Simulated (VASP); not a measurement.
# Ta2C (P-3m1) in VASP: notebook

The runs below take Ta2C through single point, with r2SCAN.

Program: VASP 6.6.1. These are calculated values, not measurements. Logs are shortened: lines on timing, memory, paths and dates and some standing lists are left out, and cuts for length are marked.

## (1) The cell of the first run

The structure is trigonal, space group P-3m1 (No. 164). Conventional cell: a = 3.359 Å, b = 3.359 Å, c = 5.140 Å, α = 90.00°, β = 90.00°, γ = 120.00°. Ta (site symmetry 3m) has 3 C at 2.34 Å and 12 Ta at 3.19 to 3.36 Å within 3.4 Å. C (site symmetry -3m) has 6 Ta at 2.34 Å within 3.1 Å.

## (2) Single point, r2SCAN (strain +0.080 along x and y, +0.040 along z)

The input, POSCAR:

```
Ta2C
1.0
    3.3589776144      0.0000000000      0.0000000000
   -1.6794888072      2.9089599448      0.0000000000
    0.0000000000      0.0000000000      5.1399909026
Ta C
2 1
Direct
    0.3333333333      0.6666666667      0.2535635792
    0.6666666667      0.3333333333      0.7464364208
    0.0000000000      0.0000000000      0.0000000000
```

The input, INCAR.step1:

```
PREC = Accurate
ENCUT = 520
ISMEAR = 0
SIGMA = 0.15
LREAL = False
LASPH = True
NELM = 100
NBANDS = 20
GGA = PE
ALGO = Normal
EDIFF = 1E-4
LWAVE = True
LCHARG = False
```

The input, INCAR.step2:

```
PREC = Accurate
ENCUT = 520
EDIFF = 1E-6
ISMEAR = 0
SIGMA = 0.15
LREAL = False
LASPH = True
NELM = 100
ALGO = Normal
ISIF = 2
LWAVE = False
LCHARG = True
METAGGA = R2SCAN
LMIXTAU = True
LELF = True
LVHAR = True
NBANDS = 20
ISTART = 1
```

The input, KPOINTS:

```
regular mesh
0
Gamma
  18 18 10
```

Potentials or basis: VASP PAW PBE potentials, release 64 (Ta_pv, C).

Started as:

```bash
$ cat potpaw_PBE.64/Ta_pv/POTCAR potpaw_PBE.64/C/POTCAR > POTCAR
$ cp INCAR.step1 INCAR
$ mpirun -np 1 vasp_std > vasp.out
$ cp INCAR.step2 INCAR
$ mpirun -np 1 vasp_std > vasp.out
```

OUTCAR:

```text
PREC = Accurate
   ENCUT = 520
   EDIFF = 1E-6
   ISMEAR = 0
   LREAL = False
   LASPH = True
   NELM = 100
   ISIF = 2
   METAGGA = R2SCAN
   ISTART = 1

 ion  position               nearest neighbor table
   1  0.333  0.667  0.254-   3 2.34   3 2.34   3 2.34   2 3.19   2 3.19   2 3.19   2 3.25   2 3.25
                             2 3.25
   2  0.667  0.333  0.746-   3 2.34   3 2.34   3 2.34   1 3.19   1 3.19   1 3.19   1 3.25   1 3.25
                             1 3.25
   3  0.000  0.000  0.000-   1 2.34   2 2.34   1 2.34   2 2.34   2 2.34   1 2.34

  LATTYP: Found a hexagonal cell.
 ALAT       =     3.3589776144
 C/A-ratio  =     1.5302248162

  Lattice vectors:

 A1 = (   3.3589776144,   0.0000000000,   0.0000000000)
 A2 = (  -1.6794888072,   2.9089599448,   0.0000000000)
 A3 = (   0.0000000000,   0.0000000000,   5.1399909026)

Analysis of symmetry for initial positions (statically):
=====================================================================
 Subroutine PRICEL returns:
 Original cell was already a primitive cell.

 Routine SETGRP: Setting up the symmetry group for a
 hexagonal supercell.

 Subroutine GETGRP returns: Found 12 space group operations
 (whereof 12 operations were pure point group operations)
 out of a pool of 24 trial point group operations.

The static configuration has the point symmetry D_3d.

Analysis of symmetry for dynamics (positions and initial velocities):
=====================================================================
 Subroutine PRICEL returns:
 Original cell was already a primitive cell.

 Routine SETGRP: Setting up the symmetry group for a
 hexagonal supercell.

 Subroutine GETGRP returns: Found 12 space group operations
 (whereof 12 operations were pure point group operations)
 out of a pool of 24 trial point group operations.

The dynamic configuration has the point symmetry D_3d.

 Subroutine INISYM returns: Found 12 space group operations
 (whereof 12 operations are pure point group operations),
 and found     1 'primitive' translations

----------------------------------------------------------------------------------------

                                     Primitive cell

  volume of cell :      50.2235

  direct lattice vectors                    reciprocal lattice vectors
     3.358977614  0.000000000  0.000000000     0.297709635  0.171882738  0.000000000
[... 78 lines left out ...]
 SYSTEM =  unknown system
   PREC   = accura    normal or accurate (medium, high low for compatibility)
   ISTART =      1    job   : 0-new  1-cont  2-samecut
   ICHARG =      0    charge: 1-file 2-atom 10-const
   ISPIN  =      1    spin polarized calculation?
   LNONCOLLINEAR =      F non collinear calculations
   LSORBIT =      F    spin-orbit coupling
   LASPH  =      T    aspherical Exc in radial PAW
   ENCUT  =  520.0 eV  38.22 Ry    6.18 a.u.   6.25  6.25  9.56*2*pi/ulx,y,z
   NELM   =    100;   NELMIN=  2; NELMDL=  0     # of ELM steps
   EDIFF  = 0.1E-05   stopping-criterion for ELM
   LREAL  =      F    real-space projection
[... 7 lines left out ...]
   TEBEG  =    0.0;   TEEND  =   0.0 temperature during run
   PSTRESS=    0.0 pullay stress
   NELECT =      26.0000    total number of electrons
   NUPDOWN=      -1.0000    fix difference up-down
   EMIN   =  10.00;   EMAX   =-10.00  energy-range for DOS
   EFERMI =   0.00;   METHOD = LEGACY
   ISMEAR =     0;   SIGMA  =   0.15  broadening in eV -4-tet -1-fermi 0-gaus
   EFERMI_NEDOS =   21; number of points for ismear=-14 and -15
   IALGO  =     38    algorithm
   IMIX   =      4    mixing-type and parameters
     AMIX     =   0.40;   BMIX     =  1.00
     AMIX_MAG =   1.60;   BMIX_MAG =  1.00
  volume/ion in A,a.u.               =      16.74       112.98
  Fermi-wavevector in a.u.,A,eV,Ry     =   1.314509  2.484062 23.509966  1.727934
  Thomas-Fermi vector in A             =   2.444757
   LORBIT       =      0    0 simple, 1 ext, 2 COOP (PROOUT), +10 PAW based schemes
   METAGGA = R2SCAN    functional components
   LHFCALC =     F    Hartree Fock is set to
   AEXX    =    0.0000 exact exchange contribution
   IVDW    =     0    specifies the selected vdW correction
   LEPSILON=     F    determine dielectric tensor
   LRPA    =     F    only Hartree local field effects (RPA)
 non-spin polarized calculation
 Gauss-broadening in eV      SIGMA  =   0.15
  energy-cutoff  :      520.00
  volume of cell :       50.22
 maximum number of plane-waves:      1369
 NGX is ok and might be reduce to    28
   NGX = 13   NGY = 13   NGZ = 19

 number of electron      26.0000001 magnetization

 Free energy of the ion-electron system (eV)
  ---------------------------------------------------
  ext. energy  EPLUGINS =         0.00000000
  ---------------------------------------------------
  free energy    TOTEN  =      -107.96842330 eV

  energy without entropy =     -107.95855405  energy(sigma->0) =     -107.96348868

 E-fermi :   5.0158     XC(G=0): -12.7591

 val. band max:        4.9859620984   @ k =   0.1111   0.0556   0.0000
 cond. band min:       5.0159425772   @ k =  -0.1667   0.4444   0.4000
 fundamental gap:      0.0299804788
 Fermi energy:         5.0158325377

 k-point     1 :       0.0000    0.0000    0.0000
  band No.  band energies     occupation
      1     -31.4850      2.00000
      2     -31.2000      2.00000
      3     -31.2000      2.00000
      4     -31.1253      2.00000
      5     -31.1253      2.00000
      6     -31.0004      2.00000
[... 541 lines left out ...]
     19       9.2691      0.00000
     20       9.7566      0.00000

 [... further k-points ...]

------------------------ aborting loop because EDIFF is reached ----------------------------------------

  FORCE on cell =-STRESS in cart. coord.  units (eV):
  Direction    XX          YY          ZZ          XY          YZ          ZX
  --------------------------------------------------------------------------------------
  -------------------------------------------------------------------------------------
  Total      -12.2480795    -12.2480795     -9.8063720      0.0000000      0.0000000      0.0000000
  in kB     -390.7251611   -390.7251611   -312.8324133      0.0000000      0.0000000      0.0000000
  external PRESSURE =    -364.7609118 kB  Pullay stress =       0.0000000 kB

 VOLUME and BASIS-vectors are now :
 -----------------------------------------------------------------------------
  energy-cutoff  :      520.00
  volume of cell :       50.22
      direct lattice vectors                 reciprocal lattice vectors
     3.358977614  0.000000000  0.000000000     0.297709635  0.171882738  0.000000000
    -1.679488807  2.908959945  0.000000000     0.000000000  0.343765476  0.000000000
     0.000000000  0.000000000  5.139990903     0.000000000  0.000000000  0.194552874

 POSITION                                       TOTAL-FORCE (eV/Angst)
 -----------------------------------------------------------------------------------
     -0.00000      1.93931      1.30331        -0.000000     -0.000000     -1.019989
      1.67949      0.96965      3.83668         0.000000      0.000000      1.019989
      0.00000      0.00000      0.00000        -0.000000      0.000000      0.000000
 -----------------------------------------------------------------------------------
    total drift:                                0.000000     -0.000000      0.000000

  FREE ENERGIE OF THE ION-ELECTRON SYSTEM (eV)
  ---------------------------------------------------
  free  energy   TOTEN  =      -107.9684233014 eV

  energy  without entropy=     -107.9585540495  energy(sigma->0) =     -107.96348868
```

OSZICAR.step1:

```text
N       E                     dE             d eps       ncg     rms          rms(c)
DAV:   1     0.191767610778E+03    0.19177E+03   -0.14617E+04 13200   0.131E+03
DAV:   2    -0.294698782875E+02   -0.22124E+03   -0.21613E+03 14948   0.362E+02
DAV:   3    -0.377932253162E+02   -0.83233E+01   -0.81959E+01 17304   0.615E+01
DAV:   4    -0.379091696009E+02   -0.11594E+00   -0.11547E+00 16884   0.699E+00
DAV:   5    -0.379103417905E+02   -0.11722E-02   -0.11717E-02 16792   0.661E-01    0.196E+01
DAV:   6    -0.339437519272E+02    0.39666E+01   -0.22532E+01 18048   0.241E+01    0.748E+00
DAV:   7    -0.336815978987E+02    0.26215E+00   -0.16113E+00 15224   0.703E+00    0.401E+00
DAV:   8    -0.336299171291E+02    0.51681E-01   -0.37614E-01 15748   0.370E+00    0.529E-01
DAV:   9    -0.336233540405E+02    0.65631E-02   -0.43902E-02 16128   0.101E+00    0.257E-01
DAV:  10    -0.336232402671E+02    0.11377E-03   -0.65291E-03 17060   0.554E-01    0.717E-02
DAV:  11    -0.336230914950E+02    0.14877E-03   -0.68196E-04 16724   0.151E-01    0.320E-02
DAV:  12    -0.336230926692E+02   -0.11743E-05   -0.74318E-05  8200   0.562E-02
   1 F= -.33623093E+02 E0= -.33617954E+02  d E =-.102776E-01
```

It took 12 min on 1 thread of AMD EPYC 9R45 (Zen 5), shared host; peak memory 0.38 GiB.

What came out:

* Free energy: -107.9684 eV
* Pressure: -36.5 GPa
* Largest force: 1.020 eV/Å
* Band gap on the k mesh: zero (bands 13 and 14 overlap by 0.66 eV)

Forces in eV/Å, atoms in the order of the input:
```
Ta   0.000  0.000 -1.020
Ta   0.000  0.000  1.020
C    0.000  0.000  0.000
```

Stress tensor (GPa, compression positive):
```
-39.07   0.00   0.00
  0.00 -39.07   0.00
  0.00   0.00 -31.28
```

Caveat: the cell differs from its parent crystal (strain +0.080 along x and y, +0.040 along z); the stress differs along the axes, from -39 to -31 GPa; the PAW data sets were made with another functional, which shifts forces and pressure a little; spin-orbit coupling is left out, which moves the levels of the heavy elements.

## (3) Single point, r2SCAN (strain +0.080 along x and y, +0.080 along z)

Changes to POSCAR since step 2:

```diff
@@ -4,3 +4,3 @@
    -1.6794888072      2.9089599448      0.0000000000
-    0.0000000000      0.0000000000      5.1399909026
+    0.0000000000      0.0000000000      5.3376828604
 Ta C
```

The input, INCAR.step1:

```
SYSTEM = Ta2C
ALGO = Normal
EDIFF = 1E-4
ENCUT = 520
GGA = PE
ISMEAR = 0
LASPH = .True.
LCHARG = .False.
LREAL = .False.
LWAVE = .True.
NBANDS = 20
NELM = 60
PREC = Accurate
SIGMA = 0.15
```

The input, INCAR.step2:

```
SYSTEM = Ta2C
ALGO = Normal
EDIFF = 1E-6
ENCUT = 520
ISIF = 2
ISMEAR = 0
ISTART = 1
LASPH = .True.
LCHARG = .True.
LELF = .True.
LMIXTAU = .True.
LREAL = .False.
LVHAR = .True.
LWAVE = .False.
METAGGA = R2SCAN
NBANDS = 20
NELM = 60
PREC = Accurate
SIGMA = 0.15
```

The input, KPOINTS:

```
k-points
0
Gamma
  18 18 10
  0 0 0
```

Potentials or basis: VASP PAW PBE potentials, release 64 (Ta_pv, C).

Started as:

```bash
$ cat potpaw_PBE.64/Ta_pv/POTCAR potpaw_PBE.64/C/POTCAR > POTCAR
$ cp INCAR.step1 INCAR
$ mpirun -np 1 vasp_std > vasp.out
$ cp INCAR.step2 INCAR
$ mpirun -np 1 vasp_std > vasp.out
```

Run time: 13 min. Hardware: 1 thread of AMD EPYC 9R45 (Zen 5), shared host; peak memory 0.39 GiB.

It converged, with:

```
Free energy            : -107.5248 eV
Pressure               : -40.7 GPa
Largest force          : 1.284 eV/Å
Band gap on the k mesh : zero (bands 13 and 14 overlap by 0.55 eV)
```

Forces on the atoms (eV/Å):
```
Ta   0.000  0.000 -1.284
Ta   0.000  0.000  1.284
C    0.000  0.000  0.000
```

Stress tensor (GPa, compression positive):
```
-40.08   0.00   0.00
  0.00 -40.08   0.00
  0.00   0.00 -41.93
```

Levels at points of the mesh, in eV from the Fermi level:
| k point | band 10 | band 11 | band 12 | band 13 | band 14 | band 15 | band 16 | band 17 |
| --- | --- | --- | --- | --- | --- | --- | --- | --- |
| (0.00, 0.00, 0.00) | -3.11 | -3.11 | 0.04 | 0.35 | 0.35 | 0.86 | 0.86 | 1.82 |
| (0.50, 0.00, 0.00) | -3.50 | -2.92 | -1.92 | -0.68 | 2.47 | 2.61 | 3.28 | 3.75 |
| (0.00, 0.00, 0.50) | -3.30 | -1.65 | -1.60 | -0.16 | -0.16 | 2.12 | 2.12 | 2.58 |
| (0.50, 0.00, 0.50) | -3.22 | -2.20 | -1.54 | -1.23 | 1.05 | 1.14 | 3.18 | 3.49 |

Caveat: the cell differs from its parent crystal (strain +0.080 along x and y, +0.080 along z); the cell stands under tension; the PAW data sets were made with another functional, which shifts forces and pressure a little; spin-orbit coupling is left out, which moves the levels of the heavy elements.

The gap in the log of VASP goes by the Fermi energy; the results here count the filled bands.